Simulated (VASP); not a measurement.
PbO: single point with r2SCAN

The system is PbO.

```
CELL_PARAMETERS angstrom
0.00000 2.79878 2.79878
2.79878 0.00000 2.79878
2.79878 2.79878 0.00000
ATOMIC_POSITIONS crystal
Pb 0.00000 0.00000 0.00000
O 0.25000 0.25000 0.25000
```

| Quantity | Value |
| --- | --- |
| Program | VASP 6.6.1 |
| Task | single point |
| Functional | r2SCAN |
| Potentials or basis | VASP PAW PBE potentials, release 64 (Pb_d, O) |
| Cutoff | 520 eV |
| k mesh | 6 × 6 × 6 |
| Occupations | gaussian, width 0.01 eV |
| Spin | no spin polarisation |

| Quantity | Value |
| --- | --- |
| Pressure | 0.3 GPa |
| Band gap on the k mesh | 0.65 eV, indirect (least direct gap 0.79 eV) |

Levels at points of the mesh, in eV from the valence-band top:
| k point | band 8 | band 9 | band 10 | band 11 | band 12 | band 13 |
| --- | --- | --- | --- | --- | --- | --- |
| (0.00, 0.00, 0.00) | -2.37 | -2.37 | -2.37 | 5.66 | 5.66 | 5.66 |
| (0.50, 0.00, 0.00) | -2.85 | -2.85 | -2.20 | 2.64 | 5.86 | 5.86 |
| (0.50, 0.50, 0.00) | -3.63 | -3.63 | -0.14 | 0.65 | 6.29 | 6.29 |

Run time: 56 s on 1 thread of AMD EPYC 7R13 Processor (Zen 3), on a shared host, peak memory 0.15 GiB.

Caveat: the PAW data sets were made with another functional, which shifts forces and pressure a little; spin-orbit coupling is left out, which moves the levels of the heavy elements. A k mesh can miss the band edges.
